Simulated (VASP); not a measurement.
Write the native input for VASP 6.6.1 that does the following.

* Task: relaxation of cell and atoms
* Functional: PBEsol
* Potentials or basis: VASP PAW PBE potentials, release 64 (Ga_d, Al, N)
* Cutoff: 600 eV
* k mesh: 4 × 6 × 6
* Occupations: gaussian, width 0.1 eV
* Spin: no spin polarisation
* Dipole correction: no
* Further INCAR settings: LREAL = Auto; ALGO = Normal; EDIFF = 1e-07; IBRION = 2; EDIFFG = -0.05; NSW = 100; ISIF = 3

The structure of Al7GaN8 lies in POSCAR:

```
Al7GaN8
1.0
    0.0000000000      0.0000000000     -4.9976256400
    3.1233906100      5.4098712300      0.0000000000
    3.1233906100     -5.4098712300      0.0000000000
Ga Al N
1 7 8
Direct
    0.0000000000      0.1666666700      0.3333333300
    0.0000000000      0.1666666700      0.8333333300
    0.0000000000      0.6666666700      0.3333333300
    0.0000000000      0.6666666700      0.8333333300
    0.5000000000      0.3333333300      0.6666666700
    0.5000000000      0.3333333300      0.1666666700
    0.5000000000      0.8333333300      0.6666666700
    0.5000000000      0.8333333300      0.1666666700
    0.6200000000      0.1666666700      0.3333333300
    0.6200000000      0.1666666700      0.8333333300
    0.6200000000      0.6666666700      0.3333333300
    0.6200000000      0.6666666700      0.8333333300
    0.1200000000      0.3333333300      0.6666666700
    0.1200000000      0.3333333300      0.1666666700
    0.1200000000      0.8333333300      0.6666666700
    0.1200000000      0.8333333300      0.1666666700
```

One way to write it, as run:

INCAR

```
SYSTEM = Al7GaN8
ALGO     = Normal         ! electronic algorithm
EDIFF    = 1E-7           ! SCF threshold, eV
EDIFFG   = -0.05          ! ionic threshold
ENCUT    = 600            ! plane-wave cutoff, eV
GGA      = PS             ! functional
IBRION   = 2              ! ionic algorithm
ISIF     = 3              ! what is computed and relaxed
ISMEAR   = 0              ! smearing method
LASPH    = .TRUE.         ! aspherical terms in the spheres
LCHARG   = .FALSE.        ! write CHGCAR
LREAL    = Auto         
LWAVE    = .FALSE.        ! write WAVECAR
NELM     = 80             ! most SCF steps
NSW      = 100            ! ionic steps
PREC     = Accurate       ! precision mode
SIGMA    = 0.1            ! smearing width, eV
```

KPOINTS

```
k-points
0
G
  4 6 6
  0 0 0
```

Potentials or basis: VASP PAW PBE potentials, release 64 (Ga_d, Al, N).

Run with:

```sh
$ cat potpaw_PBE.64/Ga_d/POTCAR potpaw_PBE.64/Al/POTCAR potpaw_PBE.64/N/POTCAR > POTCAR
$ mpirun -np 1 vasp_std > vasp.out
```

It gave:

The relaxed volume is 10.56 Å³/atom. The relaxed cell is a = 5.010 Å, b = 6.241 Å, c = 6.241 Å, α = 120.00°, β = 90.00°, γ = 90.00°. The space group after relaxing (to 0.1 Å) is P3m1 (No. 156), the energy gained by relaxing is 5.4 meV/atom and the ionic steps are 5. The pressure after relaxing is 0.1 GPa. The largest force after relaxing is 0.047 eV/Å and the band gap on the k mesh is 3.80 eV.

Caveat: the PAW data sets were made with another functional, which shifts forces and pressure a little; the relaxation stopped at a loose force limit of 0.05 eV/Å, so its end isn't a converged minimum.

Run time: 20 min on 1 thread of Intel(R) Xeon(R) Platinum 8259CL CPU @ 2.50GHz (Skylake/Cascade Lake), on a shared host, peak memory 0.41 GiB.
